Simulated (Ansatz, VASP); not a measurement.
# SiC in VASP and in Ansatz

INCAR

```
SYSTEM = SiC
  PREC = Accurate
  ENCUT = 520
  EDIFF = 1E-8
  ISMEAR = -1
  SIGMA = 0.08
  LREAL = .FALSE.
  LASPH = .TRUE.
  NELM = 80
  ALGO = Normal
  ISIF = 2
  LWAVE = .FALSE.
  LCHARG = .FALSE.
  GGA = PE
  LEFG = .TRUE.
  NBANDS = 16
```

KPOINTS

```
regular mesh
0
G
  15 15 8
  0 0 0
```

POSCAR

```
SiC
1.0
    3.0759982064      0.0000000000      0.0000000000
   -1.5379991032      2.6638925888      0.0000000000
    0.0000000000      0.0000000000      4.9470400000
Si C
2 2
Direct
    0.3333333333      0.6666666667      0.0000000000
    0.6666666667      0.3333333333      0.5000000000
    0.3333333333      0.6666666667      0.3850000000
    0.6666666667      0.3333333333      0.8850000000
```

Input for Ansatz:

```yaml
crystal:
  lattice:
    - [3.0759982064, 0.0, 0.0]
    - [-1.5379991032, 2.6638925888, 0.0]
    - [0.0, 0.0, 4.94704]
  atoms:
    - { symbol: Si, position: [0.3333333333, 0.6666666667, 0.0] }
    - { symbol: Si, position: [0.6666666667, 0.3333333333, 0.5] }
    - { symbol: C, position: [0.3333333333, 0.6666666667, 0.385] }
    - { symbol: C, position: [0.6666666667, 0.3333333333, 0.885] }
kpoints:
  mp_grid: { grid: [15, 15, 8] }
scf:
  occupations: { method: fermi_dirac, width: 0.08 }
hamiltonian:
  xc: pbe
  pseudopotentials: { kind: all_electron, datasets: crystal }
output:
  forces: true
  stress: true
  eigenvalues: true
  efg: { contact_densities: true }
```

Change from the starting cell: zz strain of -2 %, crystal datasets.

Alike in both runs: task electric field gradients; functional PBE; k mesh 15 × 15 × 8; occupations fermi-dirac, width 0.08 eV; no spin polarisation.

|  | VASP | Ansatz |
| --- | --- | --- |
| version | VASP 6.6.1 | Ansatz 0.2.0 |
| potentials or method | VASP PAW PBE potentials, release 64 (Si, C), cutoff 520 eV | all-electron PAW with datasets made for the crystal, scalar-relativistic |

|  | VASP | Ansatz | Ansatz less VASP |
| --- | --- | --- | --- |
| pressure (GPa) | 8.0 | 8.1 | +0.07 |
| traceless stress, the component that is largest in VASP (GPa) | 3.66 | 3.62 | -0.040 |
| rms of the force components (eV/Å) | 0.341 | 0.341 | -0.0001 |
| size of Vzz on the site where it differs most (V/Å²) | 11.0 | 10.5 | -0.56 |

Atom by atom the forces differ by 0.000 eV/Å (rms over components). Ansatz ran all-electron here, and VASP with PAW potentials.
